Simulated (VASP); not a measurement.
Crystal: ZrTa2N4.

```
Zr Ta N
1.0
    10.90000    0.00000    0.00000
     0.00000    3.05000    0.00000
     0.00000    0.00000    5.28000
Zr Ta N
2 4 8
Direct
  0.50000 0.00000 0.00000
  0.00000 0.00000 0.00000
  0.75000 0.50000 0.83330
  0.25000 0.00000 0.66670
  0.25000 0.50000 0.16670
  0.75000 0.00000 0.33330
  0.61000 0.00000 0.66670
  0.39000 0.00000 0.33330
  0.39000 0.50000 0.83330
  0.61000 0.50000 0.16670
  0.89000 0.00000 0.66670
  0.11000 0.00000 0.33330
  0.89000 0.50000 0.16670
  0.11000 0.50000 0.83330
```

- Program: VASP 6.6.1
- Task: relaxation of cell and atoms
- Functional: PBE
- Potentials or basis: VASP PAW PBE potentials, release 64 (Zr_sv, Ta_pv, N)
- Cutoff: 600 eV
- k mesh: 1 × 4 × 2
- Occupations: gaussian, width 0.15 eV
- Spin: no spin polarisation

At the start: pressure -11.3 GPa; volume 12.54 Å³/atom.

Problem. How do energy, volume and symmetry change on relaxing?

Solution. Over 13 steps the energy falls by 411.3 meV/atom and the volume is 12.23 Å³/atom (-2.5 %); space group Pmma (No. 51, to 0.05 Å).

Step by step:
| step | energy change (eV) | largest force (eV/Å) | pressure (GPa) | volume (Å³) |
| --- | --- | --- | --- | --- |
| 1 | 0.0000 | 5.1494 | -11.26 | 175.53 |
| 2 | -2.8210 | 3.4914 | 35.44 | 153.40 |
| 3 | -4.7495 | 1.6202 | 10.98 | 161.30 |
| 4 | -4.7625 | 1.4154 | 12.57 | 160.66 |
| 5 | -5.0910 | 1.2528 | -8.69 | 177.38 |
| 6 | -5.4317 | 0.7634 | -1.04 | 170.06 |
| 7 | -5.7313 | 0.3357 | -1.20 | 171.29 |
| 8 | -5.7358 | 0.3272 | -1.18 | 171.43 |
| 9 | -5.7436 | 0.1539 | 2.59 | 169.60 |
| 10 | -5.7531 | 0.1036 | 0.96 | 170.37 |
| 11 | -5.7569 | 0.1264 | -0.40 | 171.43 |
| 12 | -5.7576 | 0.0867 | -0.02 | 171.13 |
| 13 | -5.7581 | 0.0331 | -0.02 | 171.22 |

Final structure:
```xyz
14
Lattice="10.6720 0.0000 0.0000 0.0000 3.1051 0.0000 0.0000 0.0000 5.1669" Properties=species:S:1:pos:R:3 pbc="T T T"
Zr    5.3360    3.1051    0.0000
Zr    0.0000    3.1051    0.0000
Ta    8.0040    1.5526    4.2229
Ta    2.6680    0.0000    3.3759
Ta    2.6680    1.5526    0.9440
Ta    8.0040    0.0000    1.7910
N     6.7390    3.1051    3.4918
N     3.9330    3.1051    1.6751
N     3.9447    1.5526    4.3394
N     6.7273    1.5526    0.8275
N     9.2690    3.1051    3.4918
N     1.4030    0.0000    1.6751
N     9.2807    1.5526    0.8275
N     1.3913    1.5526    4.3394
```

Caveat: the k points lie up to 0.61 Å⁻¹ apart in the final cell; the relaxation stopped at a loose force limit of 0.08 eV/Å, so its end isn't a converged minimum.
